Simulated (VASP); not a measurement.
# CdTe (F-43m) in VASP: further runs

The runs below take CdTe through single point, with PBE.

Everything below comes from runs of VASP 6.6.1. Logs are shortened: lines on timing, memory, paths and dates and some standing lists are left out, and cuts for length are marked.

## Step 1: The cell of the first run

Symmetry: F-43m, No. 216, cubic system. The conventional cell has a = 5.553 Å, b = 5.553 Å, c = 5.553 Å, α = 90.00°, β = 90.00°, γ = 90.00°. Cd (site symmetry -43m) has 4 Te at 2.40 Å within 3.2 Å. Te (site symmetry -43m) has 4 Cd at 2.40 Å within 3.2 Å.

## Step 2: Single point, PBE (volume scaled by 0.65)

Input file INCAR:

```
SYSTEM = CdTe
ALGO     = Normal         ! electronic algorithm
EDIFF    = 1E-7           ! SCF threshold, eV
ENCUT    = 520            ! plane-wave cutoff, eV
GGA      = PE             ! functional
ISIF     = 2              ! what is computed and relaxed
ISMEAR   = -1             ! smearing method
LASPH    = .True.         ! aspherical terms in the spheres
LCHARG   = .False.        ! write CHGCAR
LREAL    = .False.        ! projectors in reciprocal space
LWAVE    = .False.        ! write WAVECAR
NBANDS   = 16             ! bands
NELM     = 100            ! most SCF steps
PREC     = Accurate       ! precision mode
SIGMA    = 0.05           ! smearing width, eV
```

Input file KPOINTS:

```
k-points
0
Gamma
  10 10 10
  0 0 0
```

Input file POSCAR:

```
CdTe
1.0
    0.0000000000      2.7762963326      2.7762963326
    2.7762963326      0.0000000000      2.7762963326
    2.7762963326      2.7762963326      0.0000000000
Cd Te
1 1
Direct
    0.0000000000      0.0000000000      0.0000000000
    0.2500000000      0.2500000000      0.2500000000
```

Potentials or basis: VASP PAW PBE potentials, release 64 (Cd, Te).

Run with:

```bash
> cat potpaw_PBE.64/Cd/POTCAR potpaw_PBE.64/Te/POTCAR > POTCAR
> mpirun -np 1 vasp_std > vasp.out
```

OUTCAR:

```text
SYSTEM = CdTe
   EDIFF = 1E-7
   ENCUT = 520
   GGA = PE
   ISIF = 2
   ISMEAR = -1
   LASPH = .True.
   LREAL = .False.
   NELM = 100
   PREC = Accurate

 ion  position               nearest neighbor table
   1  0.000  0.000  0.000-   2 2.40   2 2.40   2 2.40   2 2.40
   2  0.250  0.250  0.250-   1 2.40   1 2.40   1 2.40   1 2.40

  LATTYP: Found a face centered cubic cell.
 ALAT       =     5.5525926652

  Lattice vectors:

 A1 = (   0.0000000000,   2.7762963326,   2.7762963326)
 A2 = (   2.7762963326,   0.0000000000,   2.7762963326)
 A3 = (   2.7762963326,   2.7762963326,   0.0000000000)

Analysis of symmetry for initial positions (statically):
=====================================================================
 Subroutine PRICEL returns:
 Original cell was already a primitive cell.

 Routine SETGRP: Setting up the symmetry group for a
 face centered cubic supercell.

 Subroutine GETGRP returns: Found 24 space group operations
 (whereof 24 operations were pure point group operations)
 out of a pool of 48 trial point group operations.

The static configuration has the point symmetry T_d .

Analysis of symmetry for dynamics (positions and initial velocities):
=====================================================================
 Subroutine PRICEL returns:
 Original cell was already a primitive cell.

 Routine SETGRP: Setting up the symmetry group for a
 face centered cubic supercell.

 Subroutine GETGRP returns: Found 24 space group operations
 (whereof 24 operations were pure point group operations)
 out of a pool of 48 trial point group operations.

The dynamic configuration has the point symmetry T_d .

 Subroutine INISYM returns: Found 24 space group operations
 (whereof 24 operations are pure point group operations),
 and found     1 'primitive' translations

----------------------------------------------------------------------------------------

                                     Primitive cell

  volume of cell :      42.7984

  direct lattice vectors                    reciprocal lattice vectors
     0.000000000  2.776296333  2.776296333    -0.180096049  0.180096049  0.180096049
     2.776296333  0.000000000  2.776296333     0.180096049 -0.180096049  0.180096049
     2.776296333  2.776296333  0.000000000     0.180096049  0.180096049 -0.180096049

  length of vectors
     3.926275927  3.926275927  3.926275927     0.311935507  0.311935507  0.311935507

  position of ions in fractional coordinates (direct lattice)
     0.000000000  0.000000000  0.000000000
     0.250000000  0.250000000  0.250000000

[... 77 lines left out ...]
   LREAL  =      F    real-space projection
   EDIFFG = 0.1E-05   stopping-criterion for IOM
   NSW    =      0    number of steps for IOM
   IBRION =     -1    ionic relax: 0-MD 1-quasi-New 2-CG
   NFREE  =      0    steps in history (QN), initial steepest desc. (CG)
   ISIF   =      2    stress and relaxation
   ISYM   =      2    0-nonsym 1-usesym 2-fastsym
   POTIM  = 0.5000    time-step for ionic-motion
   TEBEG  =    0.0;   TEEND  =   0.0 temperature during run
   PSTRESS=    0.0 pullay stress
   NELECT =      18.0000    total number of electrons
   NUPDOWN=      -1.0000    fix difference up-down
   EMIN   =  10.00;   EMAX   =-10.00  energy-range for DOS
   EFERMI =   0.00;   METHOD = LEGACY
   ISMEAR =    -1;   SIGMA  =   0.05  broadening in eV -4-tet -1-fermi 0-gaus
   EFERMI_NEDOS =   21; number of points for ismear=-14 and -15
   IALGO  =     38    algorithm
   IMIX   =      4    mixing-type and parameters
     AMIX     =   0.40;   BMIX     =  1.00
     AMIX_MAG =   1.60;   BMIX_MAG =  1.00
  volume/ion in A,a.u.               =      21.40       144.41
  Fermi-wavevector in a.u.,A,eV,Ry     =   1.226563  2.317868 20.469376  1.504457
  Thomas-Fermi vector in A             =   2.361559
   LORBIT       =      0    0 simple, 1 ext, 2 COOP (PROOUT), +10 PAW based schemes
   GGA     = PE    functional components
   LHFCALC =     F    Hartree Fock is set to
   AEXX    =    0.0000 exact exchange contribution
   IVDW    =     0    specifies the selected vdW correction
   LEPSILON=     F    determine dielectric tensor
   LRPA    =     F    only Hartree local field effects (RPA)
 non-spin polarized calculation
  energy-cutoff  :      520.00
  volume of cell :       42.80
 maximum number of plane-waves:      1179
 NGX is ok and might be reduce to    30
   NGX = 15   NGY = 15   NGZ = 15

 number of electron      18.0000002 magnetization

 Free energy of the ion-electron system (eV)
  ---------------------------------------------------
  ext. energy  EPLUGINS =         0.00000000
  ---------------------------------------------------
  free energy    TOTEN  =        -1.11934382 eV

  energy without entropy =       -1.11934372  energy(sigma->0) =       -1.11934377

 E-fermi :   8.6848     XC(G=0): -10.8191

 val. band max:        8.1198537704   @ k =   0.0000   0.0000   0.0000
 cond. band min:       9.2666982332   @ k =   0.5000   0.5000   0.0000
 fundamental gap:      1.1468444627
 Fermi energy:         8.6848178647

 k-point     1 :       0.0000    0.0000    0.0000
  band No.  band energies     occupation
      1      -7.0554      2.00000
      2      -3.1931      2.00000
      3      -3.1931      2.00000
      4      -3.1931      2.00000
      5      -2.4290      2.00000
      6      -2.4290      2.00000
[... 433 lines left out ...]
      3      -2.8047      2.00000
      4      -2.7713      2.00000
      5      -2.3710      2.00000
      6      -2.0336      2.00000
[... 8 lines left out ...]
     15      19.4430      0.00000
     16      20.8244      0.00000

 [... further k-points ...]

------------------------ aborting loop because EDIFF is reached ----------------------------------------

  FORCE on cell =-STRESS in cart. coord.  units (eV):
  Direction    XX          YY          ZZ          XY          YZ          ZX
  --------------------------------------------------------------------------------------
  -------------------------------------------------------------------------------------
  Total       17.5465974     17.5465974     17.5465974      0.0000000      0.0000000      0.0000000
  in kB      656.8648758    656.8648758    656.8648758      0.0000000      0.0000000      0.0000000
  external PRESSURE =     656.8648758 kB  Pullay stress =       0.0000000 kB

 VOLUME and BASIS-vectors are now :
 -----------------------------------------------------------------------------
  energy-cutoff  :      520.00
  volume of cell :       42.80
      direct lattice vectors                 reciprocal lattice vectors
     0.000000000  2.776296333  2.776296333    -0.180096049  0.180096049  0.180096049
     2.776296333  0.000000000  2.776296333     0.180096049 -0.180096049  0.180096049
     2.776296333  2.776296333  0.000000000     0.180096049  0.180096049 -0.180096049

 POSITION                                       TOTAL-FORCE (eV/Angst)
 -----------------------------------------------------------------------------------
      0.00000      0.00000      0.00000        -0.000000     -0.000000     -0.000000
      1.38815      1.38815      1.38815         0.000000      0.000000      0.000000
 -----------------------------------------------------------------------------------
    total drift:                                0.000000      0.000000      0.000000

  FREE ENERGIE OF THE ION-ELECTRON SYSTEM (eV)
  ---------------------------------------------------
  free  energy   TOTEN  =        -1.1193438224 eV

  energy  without entropy=       -1.1193437216  energy(sigma->0) =       -1.11934377
```

stdout:

```text
POSCAR found type information on POSCAR CdTe
 POSCAR found :  2 types and       2 ions
 scaLAPACK will be used
 LDA part: xc-table for (Slater+PW92), standard interpolation
 POSCAR, INCAR and KPOINTS ok, starting setup
 FFT: planning ... GRIDC
 FFT: planning ... GRID_SOFT
 FFT: planning ... GRID
 WAVECAR not read
 entering main loop
```

Run time: 52 s. Hardware: 1 thread of Intel Xeon Platinum 8488C (Sapphire Rapids), shared host; peak memory 0.18 GiB.

Results:

| Property | Result |
| --- | --- |
| Free energy | -1.1193 eV |
| Pressure | 65.7 GPa |
| Band gap on the k mesh | 1.15 eV, indirect (least direct gap 2.15 eV) |

Caveat: the cell differs from its parent crystal (volume scaled by 0.65); spin-orbit coupling is left out, which moves the levels of the heavy elements.

## Step 3: Single point, PBE (volume scaled by 0.7)

Input file INCAR:

```
  PREC = Accurate
  ENCUT = 520
  EDIFF = 1E-6
  ISMEAR = -1
  SIGMA = 0.05
  LREAL = F
  LASPH = T
  NELM = 60
  ALGO = Normal
  ISIF = 2
  LWAVE = F
  LCHARG = F
  GGA = PE
  NBANDS = 16
```

Input file KPOINTS:

```
regular mesh
0
Gamma
  10 10 10
```

Input file POSCAR:

```
CdTe
1.0
    0.0000000000      2.8457323256      2.8457323256
    2.8457323256      0.0000000000      2.8457323256
    2.8457323256      2.8457323256      0.0000000000
Cd Te
1 1
Direct
    0.0000000000      0.0000000000      0.0000000000
    0.2500000000      0.2500000000      0.2500000000
```

Potentials or basis: VASP PAW PBE potentials, release 64 (Cd, Te).

Run with:

```bash
> cat potpaw_PBE.64/Cd/POTCAR potpaw_PBE.64/Te/POTCAR > POTCAR
> mpirun -np 1 vasp_std > vasp.out
```

Wall time 46 s (1 thread of Intel Xeon Platinum 8488C (Sapphire Rapids), shared host); peak memory 0.19 GiB.

The run converged. Its results:

```
Free energy            : -2.2704 eV
Pressure               : 47.4 GPa
Band gap on the k mesh : 1.43 eV, indirect (least direct gap 1.96 eV)
```

Levels at points of the mesh, in eV from the valence-band top:
```csv
k point,band 6,band 7,band 8,band 9,band 10,band 11,band 12,band 13
"(0.00, 0.00, 0.00)",-9.95,0.00,0.00,0.00,1.96,4.00,4.00,4.00
"(0.50, 0.00, 0.00)",-9.17,-7.39,-1.59,-1.59,2.07,4.71,4.71,6.53
"(0.50, 0.50, 0.00)",-8.86,-6.67,-3.69,-3.69,1.43,2.02,11.05,11.05
```

Caveat: the cell differs from its parent crystal (volume scaled by 0.7); spin-orbit coupling is left out, which moves the levels of the heavy elements.

## Step 4: Single point, PBE (volume scaled by 0.75)

Input file INCAR:

```
SYSTEM = CdTe
  PREC = Accurate
  ENCUT = 520
  EDIFF = 1E-7
  ISMEAR = -1
  SIGMA = 0.05
  LREAL = .FALSE.
  LASPH = .TRUE.
  NELM = 80
  ALGO = Normal
  ISIF = 2
  LWAVE = .FALSE.
  LCHARG = .TRUE.
  GGA = PE
  LELF = .TRUE.
  LVHAR = .TRUE.
  NBANDS = 16
```

Input file KPOINTS:

```
Automatic mesh
0
G
  10 10 10
  0 0 0
```

Input file POSCAR:

```
CdTe
1.0
    0.0000000000      2.9119357500      2.9119357500
    2.9119357500      0.0000000000      2.9119357500
    2.9119357500      2.9119357500      0.0000000000
Cd Te
1 1
Direct
    0.0000000000      0.0000000000      0.0000000000
    0.2500000000      0.2500000000      0.2500000000
```

Run with:

```bash
> cat potpaw_PBE.64/Cd/POTCAR potpaw_PBE.64/Te/POTCAR > POTCAR
> mpirun -np 1 vasp_std > vasp.out
```

Run time: 35 s. Hardware: 1 thread of Intel Xeon Platinum 8488C (Sapphire Rapids), shared host; peak memory 0.19 GiB.

The run converged. Its results:

| Quantity | Value |
| --- | --- |
| Free energy | -3.1001 eV |
| Pressure | 34.1 GPa |
| Band gap on the k mesh | 1.68 eV, indirect (least direct gap 1.77 eV) |

Levels at points of the mesh, in eV from the valence-band top:
```tsv
k point	band 5	band 6	band 7	band 8	band 9	band 10	band 11	band 12	band 13	band 14
(0.00, 0.00, 0.00)	-9.47	-9.47	0.00	0.00	0.00	1.77	4.16	4.16	4.16	7.70
(0.50, 0.00, 0.00)	-9.45	-8.78	-6.75	-1.41	-1.41	2.05	4.84	4.84	6.73	10.14
(0.50, 0.50, 0.00)	-9.41	-8.51	-6.18	-3.29	-3.29	1.68	2.22	10.73	10.73	10.90
```

Caveat: the cell differs from its parent crystal (volume scaled by 0.75); spin-orbit coupling is left out, which moves the levels of the heavy elements.

## Step 5: Single point, PBE

This run uses another cell than the first one, of 32.92 Å³/atom, 1.538 times its volume.

Input file INCAR:

```
PREC = Accurate
ENCUT = 520
EDIFF = 1E-6
ISMEAR = -1
SIGMA = 0.05
LREAL = F
LASPH = T
NELM = 100
ALGO = Normal
ISIF = 2
LWAVE = F
LCHARG = F
GGA = PE
NBANDS = 16
```

Input file KPOINTS:

```
regular mesh
0
Gamma
  10 10 10
```

Input file POSCAR:

```
CdTe
1.0
    0.0000000000      3.2050000000      3.2050000000
    3.2050000000      0.0000000000      3.2050000000
    3.2050000000      3.2050000000      0.0000000000
Cd Te
1 1
Direct
    0.0000000000      0.0000000000      0.0000000000
    0.2500000000      0.2500000000      0.2500000000
```

Run with:

```bash
> cat potpaw_PBE.64/Cd/POTCAR potpaw_PBE.64/Te/POTCAR > POTCAR
> mpirun -np 1 vasp_std > vasp.out
```

It took 48 s on 1 thread of Intel Xeon Platinum 8488C (Sapphire Rapids), shared host; peak memory 0.23 GiB.

It converged, with:

```yaml
Free_energy: -4.7275 eV
Pressure: 4.4 GPa
Band_gap_on_the_k_mesh: 0.87 eV, direct
```

Levels at points of the mesh, in eV from the valence-band top:
```tsv
k point	band 5	band 6	band 7	band 8	band 9	band 10	band 11	band 12	band 13	band 14
(0.00, 0.00, 0.00)	-8.12	-8.12	0.00	0.00	0.00	0.87	4.58	4.58	4.58	7.51
(0.50, 0.00, 0.00)	-8.11	-7.74	-4.62	-0.83	-0.83	1.85	5.17	5.17	7.10	8.78
(0.50, 0.50, 0.00)	-8.09	-7.59	-4.47	-1.98	-1.98	2.53	2.66	9.03	9.30	9.30
```

Caveat: spin-orbit coupling is left out, which moves the levels of the heavy elements. A hybrid or GW would open this gap; PBE tends to underestimate it.

## Step 6: Summary

| cell | gap on the mesh (eV) | pressure (GPa) |
| --- | --- | --- |
| a = 3.926 Å, angles 60.0°, 2 atoms | 1.15 | 65.7 |
| a = 4.024 Å, angles 60.0°, 2 atoms | 1.43 | 47.4 |
| a = 4.118 Å, angles 60.0°, 2 atoms | 1.68 | 34.1 |
| a = 4.533 Å, angles 60.0°, 2 atoms | 0.87 | 4.4 |

Alike in all rows: task single point; level PBE; potentials or basis VASP PAW PBE potentials, release 64 (Cd, Te); no spin polarisation; k mesh 10 × 10 × 10; cutoff (eV) 520; smearing fermi-dirac 0.05 eV.

Caveats: spin-orbit coupling is left out, which moves the levels of the heavy elements.

Total energies depend on the potentials used, so only differences within one code and one set of settings carry meaning.
